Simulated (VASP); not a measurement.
Wanted: the native input for a VASP 6.6.1 run.

* Task: single point
* Functional: r2SCAN
* Potentials or basis: VASP PAW PBE potentials, release 64 (K_sv, Ta_sv_GW, O)
* Cutoff: 770 eV
* k mesh: 6 × 6 × 6
* Occupations: gaussian, width 0.05 eV
* Spin: no spin polarisation
* Dipole correction: no
* Further INCAR settings: ALGO = Normal; EDIFF = 1e-06; NBANDS = 28

The system is KTaO3.

```xyz
5
Lattice="3.8886 0.0000 0.0000 0.0000 3.8886 0.0000 0.0000 0.0000 3.8886" Properties=species:S:1:pos:R:3 pbc="T T T"
K     1.9443    1.9443    1.9443
Ta    0.0000    0.0000    0.0000
O     1.9443    0.0000    0.0000
O     0.0000    1.9443    0.0000
O     0.0000    0.0000    1.9443
```

This cell differs from its parent crystal: strain -0.025 along x and y, -0.025 along z.

The input as run:

POSCAR

```
KTaO3
1.0
    3.8885925000      0.0000000000      0.0000000000
    0.0000000000      3.8885925000      0.0000000000
    0.0000000000      0.0000000000      3.8885925000
K Ta O
1 1 3
Direct
    0.5000000000      0.5000000000      0.5000000000
    0.0000000000      0.0000000000      0.0000000000
    0.5000000000      0.0000000000      0.0000000000
    0.0000000000      0.5000000000      0.0000000000
    0.0000000000      0.0000000000      0.5000000000
```

INCAR.step1

```
  PREC = Accurate
  ENCUT = 770
  ISMEAR = 0
  SIGMA = 0.05
  LREAL = F
  LASPH = T
  NELM = 120
  NBANDS = 28
  GGA = PE
  ALGO = Normal
  EDIFF = 1E-5
  LWAVE = T
  LCHARG = F
  GGA_COMPAT = F
```

INCAR.step2

```
  PREC = Accurate
  ENCUT = 770
  EDIFF = 1E-6
  ISMEAR = 0
  SIGMA = 0.05
  LREAL = F
  LASPH = T
  NELM = 120
  ALGO = Normal
  ISIF = 2
  LWAVE = F
  LCHARG = F
  METAGGA = R2SCAN
  LMIXTAU = T
  NBANDS = 28
  ISTART = 1
  GGA_COMPAT = F
```

KPOINTS

```
Automatic mesh
0
Gamma
  6 6 6
```

Potentials or basis: VASP PAW PBE potentials, release 64 (K_sv, Ta_sv_GW, O).

Command:

```sh
$ cat potpaw_PBE.64/K_sv/POTCAR potpaw_PBE.64/Ta_sv_GW/POTCAR potpaw_PBE.64/O/POTCAR > POTCAR
$ cp INCAR.step1 INCAR
$ mpirun -np 1 vasp_std > vasp.out
$ cp INCAR.step2 INCAR
$ mpirun -np 1 vasp_std > vasp.out
```

It gave:

```
Pressure               : 19.7 GPa
Band gap on the k mesh : 2.81 eV (least direct gap 3.41 eV)
```

Caveat: the cell differs from its parent crystal (strain -0.025 along x and y, -0.025 along z); the cell stands under pressure; the PAW data sets were made with another functional, which shifts forces and pressure a little; spin-orbit coupling is left out, which moves the levels of the heavy elements.

Wall time 3.3 min on 1 thread of Intel(R) Xeon(R) Platinum 8259CL CPU @ 2.50GHz (Skylake/Cascade Lake) (shared host), peak memory 0.26 GiB.
